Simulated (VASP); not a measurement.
Ga2Te2S:

```
Ga Te S
1.0
     4.79451    0.00000    0.00000
    -2.39726    4.15217    0.00000
     0.00000    0.00000    7.95831
Ga Te S
2 2 1
Cartesian
  2.3973 1.3841 2.9584
  0.0000 2.7681 4.9999
  0.0000 2.7681 2.0520
  2.3973 1.3841 5.9063
  0.0000 0.0000 0.0000
```

The cell was built from a structure type or drawn by symmetry, and may not be a known phase.

```yaml
Program: VASP 6.6.1
Task: relaxation of cell and atoms
Functional: PBE
Potentials_or_basis: VASP PAW PBE potentials, release 64 (Ga_d, Te, S)
Cutoff: 600 eV
k_mesh: 6 × 6 × 2
Occupations: gaussian, width 0.1 eV
Spin: no spin polarisation
```

At the start: pressure -4.0 GPa; volume 31.69 Å³/atom.

**Question.** Where does the relaxation end?

**Answer.** Over 19 steps the energy falls by 111.8 meV/atom and the volume is 26.43 Å³/atom (-16.6 %); space group P-3m1 (No. 164, to 0.1 Å) before and after.

The path:
```
step  energy change (eV)  largest force (eV/Å)  pressure (GPa)  volume (Å³)
   1              0.0000                0.3855           -3.99       158.43
   2             -0.3145                0.7904           -0.96       141.01
   3             -0.3344                0.9221            0.32       136.32
   4             -0.4149                0.6540            0.36       134.57
   5             -0.4842                0.1116            1.11       129.63
   6             -0.4893                0.0810            0.89       130.63
   7             -0.5150                0.0502           -0.49       134.36
   8             -0.5152                0.0614           -0.61       134.73
   9             -0.5322                0.1749           -0.35       133.65
  10             -0.5337                0.2182           -0.27       133.27
  11             -0.5410                0.1700            0.26       131.60
  12             -0.5420                0.1368            0.63       130.51
  13             -0.5462                0.1063            0.54       130.69
  14             -0.5538                0.0622            0.33       131.23
  15             -0.5491                0.1721           -0.07       132.28
  16             -0.5550                0.1008            0.19       131.58
  17             -0.5576                0.0735           -0.06       132.23
  18             -0.5580                0.0557           -0.21       132.64
  19             -0.5588                0.0215           -0.04       132.14
```

Final structure:
```cif
data_structure
_symmetry_space_group_name_H-M 'P 1'
_symmetry_Int_Tables_number 1
_cell_length_a 4.6840
_cell_length_b 4.6840
_cell_length_c 6.9547
_cell_angle_alpha 90.000
_cell_angle_beta 90.000
_cell_angle_gamma 120.000
_cell_volume 132.14
loop_
_atom_site_label
_atom_site_type_symbol
_atom_site_fract_x
_atom_site_fract_y
_atom_site_fract_z
_atom_site_occupancy
Ga1 Ga 0.66667 0.33333 0.34933 1
Ga2 Ga 0.33333 0.66667 0.65067 1
Te1 Te 0.33333 0.66667 0.22658 1
Te2 Te 0.66667 0.33333 0.77342 1
S1 S 0.00000 0.00000 0.00000 1
```

Caveat: the k points lie up to 0.45 Å⁻¹ apart in the final cell, too coarse for converged energies and pressures of a metal; the volume moved by over 15 % at a fixed basis, so the end points are rough.
